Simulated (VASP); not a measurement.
# Si2W (P6_222) in VASP: notebook

Runs on Si2W. Level: LDA. Tasks: single point.

All numbers are computed with VASP 6.6.1; they aren't measurements. Logs are shortened: lines on timing, memory, paths and dates and some standing lists are left out, and cuts for length are marked.

### Step 1. The cell of the first run

It takes space group P6_222 (No. 180, hexagonal). Conventional cell: a = 4.473 Å, b = 4.473 Å, c = 6.799 Å, α = 90.00°, β = 90.00°, γ = 120.00°. Within 3.3 Å of Si (site symmetry 2) lie 5 W at 2.52 to 2.61 Å and 9 Si at 2.52 to 3.26 Å. Within 3.3 Å of W (site symmetry 222) lie 10 Si at 2.52 to 2.61 Å and 4 W at 3.18 Å.

### Step 2. Single point, LDA

The input, INCAR:

```
SYSTEM = Si2W
  PREC = Accurate
  ENCUT = 520
  EDIFF = 1E-6
  ISMEAR = 0
  SIGMA = 0.03
  LREAL = .False.
  LASPH = .True.
  NELM = 80
  ALGO = Normal
  ISIF = 2
  LWAVE = .False.
  LCHARG = .False.
  NBANDS = 43
```

The input, KPOINTS:

```
regular mesh
0
Gamma
  9 9 6
  0 0 0
```

The input, POSCAR:

```
Si2W
1.0
    4.4733451149      0.0000000000      0.0000000000
   -2.2366725575      3.8740305094      0.0000000000
    0.0000000000      0.0000000000      6.7985899057
Si W
6 3
Direct
    0.8255546399      0.6511092798      0.5000000000
    0.1744453601      0.8255546399      0.8333333333
    0.6511092798      0.8255546399      0.1666666667
    0.1744453601      0.3488907202      0.5000000000
    0.8255546399      0.1744453601      0.8333333333
    0.3488907202      0.1744453601      0.1666666667
    0.0000000000      0.5000000000      0.1666666667
    0.5000000000      0.5000000000      0.8333333333
    0.5000000000      0.0000000000      0.5000000000
```

Potentials or basis: VASP PAW LDA potentials, release 64 (Si, W_sv).

Started as:

```console
$ cat potpaw_LDA.64/Si/POTCAR potpaw_LDA.64/W_sv/POTCAR > POTCAR
$ mpirun -np 1 vasp_std > vasp.out
```

OUTCAR:

```text
SYSTEM = Si2W
   PREC = Accurate
   ENCUT = 520
   EDIFF = 1E-6
   ISMEAR = 0
   LREAL = .False.
   LASPH = .True.
   NELM = 80
   ISIF = 2

 ion  position               nearest neighbor table
   1  0.826  0.651  0.500-   9 2.52   4 2.52   4 2.52   8 2.59   7 2.59   9 2.61   9 2.61   2 2.64
                             3 2.64   4 2.70   6 3.11   5 3.11
   2  0.174  0.826  0.833-   8 2.52   5 2.52   5 2.52   9 2.59   7 2.59   8 2.61   8 2.61   1 2.64
                             6 2.64   5 2.70   4 3.11   3 3.11
   3  0.651  0.826  0.167-   7 2.52   6 2.52   6 2.52   9 2.59   8 2.59   7 2.61   7 2.61   1 2.64
                             5 2.64   6 2.70   4 3.11   2 3.11
   4  0.174  0.349  0.500-   9 2.52   1 2.52   1 2.52   8 2.59   7 2.59   9 2.61   9 2.61   5 2.64
                             6 2.64   1 2.70   3 3.11   2 3.11
   5  0.826  0.174  0.833-   8 2.52   2 2.52   2 2.52   9 2.59   7 2.59   8 2.61   8 2.61   4 2.64
                             3 2.64   2 2.70   1 3.11   6 3.11
   6  0.349  0.174  0.167-   7 2.52   3 2.52   3 2.52   9 2.59   8 2.59   7 2.61   7 2.61   4 2.64
                             2 2.64   3 2.70   1 3.11   5 3.11
   7  0.000  0.500  0.167-   3 2.52   6 2.52   4 2.59   1 2.59   5 2.59   2 2.59   3 2.61   6 2.61
                             3 2.61   6 2.61   9 3.18   9 3.18   8 3.18   8 3.18
   8  0.500  0.500  0.833-   2 2.52   5 2.52   4 2.59   1 2.59   3 2.59   6 2.59   2 2.61   5 2.61
                             2 2.61   5 2.61   9 3.18   9 3.18   7 3.18   7 3.18
   9  0.500  0.000  0.500-   1 2.52   4 2.52   5 2.59   2 2.59   6 2.59   3 2.59   4 2.61   1 2.61
                             1 2.61   4 2.61   7 3.18   7 3.18   8 3.18   8 3.18

  LATTYP: Found a hexagonal cell.
 ALAT       =     4.4733451149
 C/A-ratio  =     1.5198000000

  Lattice vectors:

 A1 = (   4.4733451149,   0.0000000000,   0.0000000000)
 A2 = (  -2.2366725575,   3.8740305094,   0.0000000000)
 A3 = (   0.0000000000,   0.0000000000,   6.7985899057)

Analysis of symmetry for initial positions (statically):
=====================================================================
 Subroutine PRICEL returns:
 Original cell was already a primitive cell.

 Routine SETGRP: Setting up the symmetry group for a
 hexagonal supercell.

 Subroutine GETGRP returns: Found 12 space group operations
 (whereof  4 operations were pure point group operations)
 out of a pool of 24 trial point group operations.

The static configuration has the point symmetry D_2 .
 The point group associated with its full space group is D_6 .

Analysis of symmetry for dynamics (positions and initial velocities):
=====================================================================
 Subroutine PRICEL returns:
 Original cell was already a primitive cell.

 Routine SETGRP: Setting up the symmetry group for a
 hexagonal supercell.

 Subroutine GETGRP returns: Found 12 space group operations
 (whereof  4 operations were pure point group operations)
 out of a pool of 24 trial point group operations.

The dynamic configuration has the point symmetry D_2 .
 The point group associated with its full space group is D_6 .

 Subroutine INISYM returns: Found 12 space group operations
 (whereof  4 operations are pure point group operations),
 and found     1 'primitive' translations

----------------------------------------------------------------------------------------

                                     Primitive cell

  volume of cell :     117.8187

  direct lattice vectors                    reciprocal lattice vectors
     4.473345115  0.000000000  0.000000000     0.223546356  0.129064549  0.000000000
    -2.236672557  3.874030509  0.000000000     0.000000000  0.258129098  0.000000000
     0.000000000  0.000000000  6.798589906     0.000000000  0.000000000  0.147089325

  length of vectors
     4.473345115  4.473345115  6.798589906     0.258129098  0.258129098  0.147089325

  position of ions in fractional coordinates (direct lattice)
     0.825554640  0.651109280  0.500000000
     0.174445360  0.825554640  0.833333333
     0.651109280  0.825554640  0.166666667
     0.174445360  0.348890720  0.500000000
     0.825554640  0.174445360  0.833333333
     0.348890720  0.174445360  0.166666667
     0.000000000  0.500000000  0.166666667
     0.500000000  0.500000000  0.833333333
     0.500000000  0.000000000  0.500000000

  ion indices of the primitive-cell ions
   primitive index   ion index
                 1           1
                 2           2
                 3           3
                 4           4
                 5           5
                 6           6
                 7           7
                 8           8
                 9           9

----------------------------------------------------------------------------------------

 KPOINTS: regular mesh

Automatic generation of k-mesh.
 Grid dimensions read from file:
 generate k-points for:    9    9    6

 Generating k-lattice:

  Cartesian coordinates                     Fractional coordinates (reciprocal lattice)
     0.024838484  0.014340505  0.000000000     0.111111111 -0.000000000  0.000000000
     0.000000000  0.028681011  0.000000000     0.000000000  0.111111111  0.000000000
     0.000000000  0.000000000  0.024514887     0.000000000  0.000000000  0.166666667

  Length of vectors
     0.028681011  0.028681011  0.024514887

  Shift w.r.t. Gamma in fractional coordinates (k-lattice)
     0.000000000  0.000000000  0.000000000

 Subroutine IBZKPT returns following result:
 ===========================================

 Found     48 irreducible k-points:

 Following reciprocal coordinates:
            Coordinates               Weight
  0.000000  0.000000  0.000000      1.000000
  0.111111  0.000000  0.000000      6.000000
  0.222222  0.000000  0.000000      6.000000
  0.333333  0.000000  0.000000      6.000000
  0.444444  0.000000  0.000000      6.000000
  0.111111  0.111111  0.000000      6.000000
[... 16 lines left out ...]
  0.333333  0.222222  0.166667     24.000000
  0.333333  0.333333  0.166667      4.000000
 [... further k-points ...]
   k-points           NKPTS =     48   k-points in BZ     NKDIM =     48   number of bands    NBANDS=     43
   number of dos      NEDOS =    301   number of ions     NIONS =      9
   total plane-waves  NPLWV =  69984
   dimension x,y,z NGX =    36 NGY =   36 NGZ =   54
   dimension x,y,z NGXF=    72 NGYF=   72 NGZF=  108
   ions per type =               6   3
   NGX,Y,Z   is equivalent  to a cutoff of  13.38, 13.38, 13.20 a.u.
   NGXF,Y,Z  is equivalent  to a cutoff of  26.76, 26.76, 26.41 a.u.
 SYSTEM =  Si2W
   PREC   = accura    normal or accurate (medium, high low for compatibility)
   ISTART =      0    job   : 0-new  1-cont  2-samecut
   ICHARG =      2    charge: 1-file 2-atom 10-const
   ISPIN  =      1    spin polarized calculation?
   LNONCOLLINEAR =      F non collinear calculations
   LSORBIT =      F    spin-orbit coupling
   LASPH  =      T    aspherical Exc in radial PAW
   ENCUT  =  520.0 eV  38.22 Ry    6.18 a.u.   8.32  8.32 12.64*2*pi/ulx,y,z
   NELM   =     80;   NELMIN=  2; NELMDL= -5     # of ELM steps
   EDIFF  = 0.1E-05   stopping-criterion for ELM
   LREAL  =      F    real-space projection
   EDIFFG = 0.1E-04   stopping-criterion for IOM
   NSW    =      0    number of steps for IOM
   IBRION =     -1    ionic relax: 0-MD 1-quasi-New 2-CG
   NFREE  =      0    steps in history (QN), initial steepest desc. (CG)
   ISIF   =      2    stress and relaxation
   ISYM   =      2    0-nonsym 1-usesym 2-fastsym
   POTIM  = 0.5000    time-step for ionic-motion
   TEBEG  =    0.0;   TEEND  =   0.0 temperature during run
   PSTRESS=    0.0 pullay stress
   NELECT =      66.0000    total number of electrons
   NUPDOWN=      -1.0000    fix difference up-down
   EMIN   =  10.00;   EMAX   =-10.00  energy-range for DOS
   EFERMI =   0.00;   METHOD = LEGACY
   ISMEAR =     0;   SIGMA  =   0.03  broadening in eV -4-tet -1-fermi 0-gaus
   EFERMI_NEDOS =   21; number of points for ismear=-14 and -15
   IALGO  =     38    algorithm
   IMIX   =      4    mixing-type and parameters
     AMIX     =   0.40;   BMIX     =  1.00
     AMIX_MAG =   1.60;   BMIX_MAG =  1.00
  volume/ion in A,a.u.               =      13.09        88.34
  Fermi-wavevector in a.u.,A,eV,Ry     =   1.349537  2.550255 24.779603  1.821249
  Thomas-Fermi vector in A             =   2.477115
   LORBIT       =      0    0 simple, 1 ext, 2 COOP (PROOUT), +10 PAW based schemes
   GGA     = CA    functional components
   LHFCALC =     F    Hartree Fock is set to
   AEXX    =    0.0000 exact exchange contribution
   IVDW    =     0    specifies the selected vdW correction
   LEPSILON=     F    determine dielectric tensor
   LRPA    =     F    only Hartree local field effects (RPA)
 non-spin polarized calculation
 Gauss-broadening in eV      SIGMA  =   0.03
  energy-cutoff  :      520.00
  volume of cell :      117.82
 maximum number of plane-waves:      3204
 NGX is ok and might be reduce to    36
   NGX = 17   NGY = 17   NGZ = 25

 number of electron      65.9999995 magnetization

 Free energy of the ion-electron system (eV)
  ---------------------------------------------------
  ext. energy  EPLUGINS =         0.00000000
  ---------------------------------------------------
  free energy    TOTEN  =       -80.94390228 eV

  energy without entropy =      -80.94390228  energy(sigma->0) =      -80.94390228

 E-fermi :  12.5942     XC(G=0): -12.7784

 val. band max:       12.3769322411   @ k =   0.4444   0.0000   0.5000
 cond. band min:      12.8003389614   @ k =   0.4444   0.0000   0.0000
 fundamental gap:      0.4234067203
 Fermi energy:        12.5941556453

 k-point     1 :       0.0000    0.0000    0.0000
  band No.  band energies     occupation
      1     -60.9374      2.00000
      2     -60.9237      2.00000
      3     -60.9237      2.00000
      4     -25.6660      2.00000
      5     -25.6473      2.00000
      6     -25.6473      2.00000
[... 35 lines left out ...]
     42      15.9029      0.00000
     43      16.0968      0.00000
[... 1017 lines left out ...]
      3     -60.9239      2.00000
      4     -25.7020      2.00000
      5     -25.6775      2.00000
      6     -25.6228      2.00000
[... 35 lines left out ...]
     42      15.7440      0.00000
     43      16.8247      0.00000

 [... further k-points ...]

------------------------ aborting loop because EDIFF is reached ----------------------------------------

  FORCE on cell =-STRESS in cart. coord.  units (eV):
  Direction    XX          YY          ZZ          XY          YZ          ZX
  --------------------------------------------------------------------------------------
  -------------------------------------------------------------------------------------
  Total        5.2298178      5.2298178     -5.1554908     -0.0000000     -0.0000000      0.0000000
  in kB       71.1185430     71.1185430    -70.1077959     -0.0000000     -0.0000000      0.0000000
  external PRESSURE =      24.0430967 kB  Pullay stress =       0.0000000 kB

 VOLUME and BASIS-vectors are now :
 -----------------------------------------------------------------------------
  energy-cutoff  :      520.00
  volume of cell :      117.82
      direct lattice vectors                 reciprocal lattice vectors
     4.473345115  0.000000000  0.000000000     0.223546356  0.129064549  0.000000000
    -2.236672557  3.874030509  0.000000000     0.000000000  0.258129098  0.000000000
     0.000000000  0.000000000  6.798589906     0.000000000  0.000000000  0.147089325

 POSITION                                       TOTAL-FORCE (eV/Angst)
 -----------------------------------------------------------------------------------
      2.23667      2.52242      3.39929        -0.000000      1.451726      0.000000
     -1.06614      3.19822      5.66549        -1.257231      0.725863     -0.000000
      1.06614      3.19822      1.13310         1.257231      0.725863     -0.000000
     -0.00000      1.35161      3.39929         0.000000     -1.451726      0.000000
      3.30281      0.67581      5.66549         1.257231     -0.725863     -0.000000
      1.17053      0.67581      1.13310        -1.257231     -0.725863     -0.000000
     -1.11834      1.93702      1.13310        -0.000000     -0.000000      0.000000
      1.11834      1.93702      5.66549         0.000000     -0.000000     -0.000000
      2.23667      0.00000      3.39929         0.000000     -0.000000      0.000000
 -----------------------------------------------------------------------------------
    total drift:                                0.000000     -0.000000      0.000000

  FREE ENERGIE OF THE ION-ELECTRON SYSTEM (eV)
  ---------------------------------------------------
  free  energy   TOTEN  =       -80.9439022764 eV

  energy  without entropy=      -80.9439022764  energy(sigma->0) =      -80.94390228
```

Wall time 2.5 min (1 thread of AMD EPYC 9R45 (Zen 5), shared host); peak memory 0.29 GiB.

Results:

```yaml
Free_energy: -80.9439 eV
Pressure: 2.4 GPa
Largest_force: 1.452 eV/Å
Band_gap_on_the_k_mesh: 0.42 eV (least direct gap 0.86 eV)
```

Forces in eV/Å, atoms in the order of the input:
```
Si   0.000  1.452  0.000
Si  -1.257  0.726  0.000
Si   1.257  0.726  0.000
Si   0.000 -1.452  0.000
Si   1.257 -0.726  0.000
Si  -1.257 -0.726  0.000
W    0.000  0.000  0.000
W    0.000  0.000  0.000
W    0.000  0.000  0.000
```

Stress tensor (GPa, compression positive):
```
 7.11  0.00  0.00
 0.00  7.11  0.00
 0.00  0.00 -7.01
```

Caveat: spin-orbit coupling is left out, which moves the levels of the heavy elements; an odd mesh through Γ misses points on the zone boundary, where band edges can lie; forces of over 1 eV/Å act on the atoms, so gaps and moduli don't describe the material at rest.

### Step 3. Single point, LDA

The input, INCAR:

```
PREC = Accurate ; ENCUT = 520
EDIFF = 1E-6 ; ISMEAR = 0
SIGMA = 0.03 ; LREAL = False
LASPH = True ; NELM = 100
ALGO = Normal ; ISIF = 2
LWAVE = False ; LCHARG = False
GGA = CA ; NBANDS = 43
```

The input, KPOINTS:

```
Automatic mesh
0
Gamma
  9 9 6
```

The input, POSCAR:

```
Si2W
1.0
    4.4733451149      0.0000000000      0.0000000000
   -2.2366725575      3.8740305094      0.0000000000
    0.0000000000      0.0000000000      6.7985899057
Si W
6 3
Direct
    0.8466874044      0.6933748088      0.5000000000
    0.1533125956      0.8466874044      0.8333333333
    0.6933748088      0.8466874044      0.1666666667
    0.1533125956      0.3066251912      0.5000000000
    0.8466874044      0.1533125956      0.8333333333
    0.3066251912      0.1533125956      0.1666666667
    0.0000000000      0.5000000000      0.1666666667
    0.5000000000      0.5000000000      0.8333333333
    0.5000000000      0.0000000000      0.5000000000
```

Potentials or basis: VASP PAW LDA potentials, release 64 (Si, W_sv).

Started as:

```console
$ cat potpaw_LDA.64/Si/POTCAR potpaw_LDA.64/W_sv/POTCAR > POTCAR
$ mpirun -np 1 vasp_std > vasp.out
```

Wall time 2.3 min (1 thread of AMD EPYC 9R45 (Zen 5), shared host); peak memory 0.29 GiB.

Results (log left out):

* Free energy: -80.8338 eV
* Pressure: 2.2 GPa
* Largest force: 1.883 eV/Å
* Band gap on the k mesh: 0.10 eV (least direct gap 0.91 eV)

Forces on the atoms (eV/Å):
```
Si   0.000 -1.883  0.000
Si   1.631 -0.942  0.000
Si  -1.631 -0.942  0.000
Si   0.000  1.883  0.000
Si  -1.631  0.942  0.000
Si   1.631  0.942  0.000
W    0.000  0.000  0.000
W    0.000  0.000  0.000
W    0.000  0.000  0.000
```

Stress tensor (GPa, compression positive):
```
 7.72  0.00  0.00
 0.00  7.72  0.00
 0.00  0.00 -8.97
```

Levels at points of the mesh, in eV from the valence-band top:
| k point | band 31 | band 32 | band 33 | band 34 | band 35 | band 36 |
| --- | --- | --- | --- | --- | --- | --- |
| (0.00, 0.00, 0.00) | -2.71 | -1.63 | -0.73 | 1.92 | 1.92 | 2.46 |
| (0.00, 0.00, 0.50) | -1.87 | -0.91 | -0.91 | 2.03 | 2.03 | 2.11 |

Caveat: spin-orbit coupling is left out, which moves the levels of the heavy elements; an odd mesh through Γ misses points on the zone boundary, where band edges can lie; forces of over 1 eV/Å act on the atoms, so gaps and moduli don't describe the material at rest.
